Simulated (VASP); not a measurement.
A run of VASP 6.6.1:

Contents of INCAR:

```
PREC     = Accurate       # precision mode
ENCUT    = 520            # plane-wave cutoff, eV
EDIFF    = 1E-8           # SCF threshold, eV
ISMEAR   = -1             # smearing method
SIGMA    = 0.08           # smearing width, eV
LREAL    = F              # projectors in reciprocal space
LASPH    = T              # aspherical terms in the spheres
NELM     = 150            # most SCF steps
ALGO     = Normal         # electronic algorithm
ISIF     = 2              # what is computed and relaxed
LWAVE    = F              # write WAVECAR
LCHARG   = F              # write CHGCAR
ISPIN    = 2              # spin polarisation
MAGMOM   = 7 0            # initial moments
LORBIT   = 11             # projections on sites
LMAXMIX  = 6              # l up to which the mixer works
GGA      = CA             # functional
LEFG     = T            
NBANDS   = 23             # bands
```

The input KPOINTS:

```
regular mesh
0
Gamma
  13 13 13
```

File POSCAR:

```
GdO
1.0
    0.0000000000      2.6961340000      2.6961340000
    2.6961340000      0.0000000000      2.6961340000
    2.6961340000      2.6961340000      0.0000000000
Gd O
1 1
Direct
    0.0000000000      0.0000000000      0.0000000000
    0.7500000000      0.7500000000      0.7500000000
```

Potentials or basis: VASP PAW PBE potentials, release 64 (Gd, O).

Launch:

```console
$ cat potpaw_PBE.64/Gd/POTCAR potpaw_PBE.64/O/POTCAR > POTCAR
$ mpirun -np 1 vasp_std > vasp.out
```

Hardware: 1 thread of AMD EPYC 9R45 96-Core Processor (Zen 5), on a shared host.

Task: Estimate the wall time of this run.

Result: It took 2.1 min on 1 thread of AMD EPYC 9R45 96-Core Processor (Zen 5) (shared host), peak memory 0.22 GiB. Counts: scf iterations 22, k points 84.
